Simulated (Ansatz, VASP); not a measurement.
## As2Se in VASP and in Ansatz

Contents of INCAR:

```
PREC = Accurate
ENCUT = 500
EDIFF = 1E-7
ISMEAR = 0
SIGMA = 0.1
LREAL = F
LASPH = T
NELM = 120
ALGO = Normal
ISIF = 3
LWAVE = F
LCHARG = F
GGA = PE
IBRION = 2
NSW = 90
EDIFFG = -0.04
GGA_COMPAT = F
NELMIN = 4
```

The input KPOINTS:

```
Automatic mesh
0
Gamma
  4 4 4
```

The input POSCAR:

```
As2Se
1.0
    0.0000000000      4.4171002000      4.4171002000
    4.4171002000      0.0000000000      4.4171002000
    4.4171002000      4.4171002000      0.0000000000
As Se
4 2
Direct
    0.1250000000      0.6250000000      0.6250000000
    0.6250000000      0.6250000000      0.6250000000
    0.6250000000      0.6250000000      0.1250000000
    0.6250000000      0.1250000000      0.6250000000
    0.0000000000      0.0000000000      0.0000000000
    0.2500000000      0.2500000000      0.2500000000
```

Input for Ansatz:

```yaml
crystal:
  lattice:
    - [0.0, 4.4171002, 4.4171002]
    - [4.4171002, 0.0, 4.4171002]
    - [4.4171002, 4.4171002, 0.0]
  atoms:
    - { symbol: As, position: [0.125, 0.625, 0.625] }
    - { symbol: As, position: [0.625, 0.625, 0.625] }
    - { symbol: As, position: [0.625, 0.625, 0.125] }
    - { symbol: As, position: [0.625, 0.125, 0.625] }
    - { symbol: Se, position: [0.0, 0.0, 0.0] }
    - { symbol: Se, position: [0.25, 0.25, 0.25] }
basis:
  ecutwfc: 420
kpoints:
  mp_grid: { grid: [4, 4, 4] }
hamiltonian:
  xc: pbe
scf:
  occupations: { method: gaussian, width: 0.1 }
  lower_state_search: "off"
output:
  forces: true
  stress: true
  eigenvalues: true
relax:
  adjacent_minimum: "off"
  f_tol: 0.04
  max_steps: 70
  cell: { stress_tol: 0.4 }
```

Change from the starting cell: species swapped into the ZrIr2 type (Fd-3m, No. 227).

Alike in both runs: task relaxation of cell and atoms; functional PBE; k mesh 4 × 4 × 4; occupations gaussian, width 0.1 eV; no spin polarisation.

|  | VASP | Ansatz |
| --- | --- | --- |
| version | VASP 6.6.1 | Ansatz 0.2.0 |
| potentials or method | VASP PAW PBE potentials, release 64 (As, Se), cutoff 500 eV | scalar-relativistic, plane waves, PAW |
| valence electrons in the cell | 32 | 92 |

|  | VASP | Ansatz | Ansatz less VASP |
| --- | --- | --- | --- |
| gap on the k mesh at the Fermi level, each at its own relaxed structure (eV) | none | none | - |
| relaxed volume (Å³/atom) | 20.47 | 20.41 | -0.063 |
| relaxed cell length with the largest relative difference (Å) | 5.579 | 5.574 | -0.0057 |

A gap of «none» marks a metal or a gap that the smearing closes. VASP's potentials hold 32 valence electrons a cell and Ansatz's 92, so a difference there can come from the potentials and not from the codes.

Noted on VASP's run: the volume moved by over 15 % at a fixed basis, so the end points are rough.
